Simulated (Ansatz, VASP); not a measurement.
# WSe in VASP and in Ansatz

```
W Se
1.0
     0.00000    2.93051    2.93051
     5.86101    2.93051    2.93051
     5.86101    5.86101    0.00000
W Se
2 2
Direct
  0.00000 0.00000 0.00000
  0.00000 0.00000 0.50000
  0.25000 0.25000 0.00000
  0.25000 0.25000 0.50000
```

Alike in both runs: task single point; functional PBE; k mesh 12 × 12 × 6; occupations gaussian, width 0.1 eV; collinear spin.

```csv
,VASP,Ansatz
version,VASP 6.6.1,Ansatz 0.2.0
potentials or method,"VASP PAW PBE potentials, release 64 (W_sv, Se), cutoff 500 eV","scalar-relativistic, plane waves, PAW"
valence electrons in the cell,40,60
```

Ansatz gave:

* gap on the k mesh at the Fermi level (eV): none
* pressure (GPa): -8.9
* net moment per atom (μB): 0.00
* size of the moment on the site where the two differ most (μB): 0.87

Task: Estimate VASP's values.

Result: gap on the k mesh at the Fermi level (eV): none; pressure (GPa): -8.8; net moment per atom (μB): 0.00; size of the moment on the site where the two differ most (μB): 1.05.

Site moments also hang on the region over which each program counts them. A gap of «none» marks a metal or a gap that the smearing closes. VASP's potentials hold 40 valence electrons a cell and Ansatz's 60, so a difference there can come from the potentials and not from the codes.

Spin-orbit coupling is off throughout.
